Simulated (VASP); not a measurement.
Wanted: the native input for a VASP 6.6.1 run.

```yaml
Task: single point
Functional: PBEsol
Potentials_or_basis: VASP PAW PBE potentials, release 64 (B, As)
Cutoff: 520 eV
k_mesh: 10 × 10 × 10
Occupations: gaussian, width 0.02 eV
Spin: no spin polarisation
Dipole_correction: no
Further_INCAR_settings: ALGO = Normal; EDIFF = 1e-06; NBANDS = 11
```

The structure of BAs lies in POSCAR:

```
BAs
1.0
    0.0000000000      2.3839379056      2.3839379056
    2.3839379056      0.0000000000      2.3839379056
    2.3839379056      2.3839379056      0.0000000000
B As
1 1
Direct
    0.0000000000      0.0000000000      0.0000000000
    0.7500000000      0.7500000000      0.7500000000
```

The input as run:

INCAR

```
SYSTEM = BAs
PREC = Accurate
ENCUT = 520
EDIFF = 1E-6
ISMEAR = 0
SIGMA = 0.02
LREAL = .False.
LASPH = .True.
NELM = 60
ALGO = Normal
ISIF = 2
LWAVE = .False.
LCHARG = .True.
GGA = PS
LELF = .True.
LVHAR = .True.
NBANDS = 11
```

KPOINTS

```
regular mesh
0
Gamma
  10 10 10
  0 0 0
```

Potentials or basis: VASP PAW PBE potentials, release 64 (B, As).

The run is started by

```bash
$ cat potpaw_PBE.64/B/POTCAR potpaw_PBE.64/As/POTCAR > POTCAR
$ mpirun -np 1 vasp_std > vasp.out
```

Results of the run:

```json
{
  "Pressure": "0.9 GPa",
  "Band gap on the k mesh": "1.07 eV, indirect (least direct gap 3.25 eV)"
}
```

Caveat: the PAW data sets were made with another functional, which shifts forces and pressure a little.

It took 7.2 s on 1 thread of Intel(R) Xeon(R) 6975P-C (Granite Rapids), with other jobs on the host, peak memory 0.16 GiB.
